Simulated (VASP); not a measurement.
Write the native input for VASP 6.6.1 that does the following.

- Task: single point
- Functional: PBE
- Potentials or basis: VASP PAW PBE potentials, release 64 (Si)
- Cutoff: 500 eV
- k mesh: 24 × 24 × 24
- Occupations: fermi-dirac, width 0.0612256 eV
- Spin: no spin polarisation
- Dipole correction: no
- Further INCAR settings: ALGO = Normal; EDIFF = 1e-06; NBANDS = 8

The structure of Si lies in POSCAR:

```
Si
1.0
    0.0000000000      1.9215773893      1.9215773893
    1.9215773893      0.0000000000      1.9215773893
    1.9215773893      1.9215773893      0.0000000000
Si
1
Direct
    0.0000000000      0.0000000000      0.0000000000
```

These files were run (other wordings do the same):

INCAR

```
PREC = Accurate
ENCUT = 500
EDIFF = 1E-6
ISMEAR = -1
SIGMA = 0.06122561905347299
LREAL = False
LASPH = True
NELM = 120
ALGO = Normal
ISIF = 2
LWAVE = False
LCHARG = False
GGA = PE
NBANDS = 8
GGA_COMPAT = False
```

KPOINTS

```
Automatic mesh
0
Gamma
  24 24 24
```

Potentials or basis: VASP PAW PBE potentials, release 64 (Si).

Run with:

```bash
$ cat potpaw_PBE.64/Si/POTCAR > POTCAR
$ mpirun -np 1 vasp_std > vasp.out
```

It gave:

```
Pressure               : 1.7 GPa
Band gap on the k mesh : zero (band 2 reaches 21.81 eV, above the bottom of band 3 at 7.29 eV)
```

Wall time 56 s on 1 thread of Intel Xeon 8259CL, with other jobs on the host, peak memory 0.14 GiB.
